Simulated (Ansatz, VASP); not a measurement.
LiNbO3: VASP beside Ansatz

```
CELL_PARAMETERS angstrom
2.60271 1.50267 4.55878
-2.60271 1.50267 4.55878
0.00000 -3.00535 4.55878
ATOMIC_POSITIONS crystal
Li 0.75000 0.75000 0.75000
Li 0.25000 0.25000 0.25000
Nb 0.50000 0.50000 0.50000
Nb 0.00000 0.00000 0.00000
O 0.62776 0.87224 0.25000
O 0.25000 0.62776 0.87224
O 0.87224 0.25000 0.62776
O 0.75000 0.37224 0.12776
O 0.37224 0.12776 0.75000
O 0.12776 0.75000 0.37224
```

Change from the starting cell: volume scaled by 1.04, ions relaxed.

Alike in both runs: functional PBE; k mesh 7 × 7 × 7; occupations fermi-dirac, width 0.02 eV; no spin polarisation.

Ansatz relaxed the structure, and its values are those at the end. VASP's run is a single point on that final structure, the one shown.

|  | VASP | Ansatz |
| --- | --- | --- |
| version | VASP 6.6.1 | Ansatz 0.2.0 |
| potentials or method | VASP PAW PBE potentials, release 64 (Li_sv, Nb_sv, O) | plane-wave PAW, scalar-relativistic |
| plane-wave cutoff (eV) | 520 | 420 |
| valence electrons in the cell | 68 | 68 |

```csv
,VASP,Ansatz,Ansatz less VASP
gap on the k mesh at the Fermi level (eV),2.55,2.57,+0.017
rms of the force components (eV/Å),0.012,0.002,-0.0095
```

With one functional, cell and mesh, what is left measures potentials, basis and numerics. Ansatz's warnings: stress scf threshold loose.

Noted on VASP's run: the cutoff is under 1.25 times that of the potentials, so the pressure is a little rough.
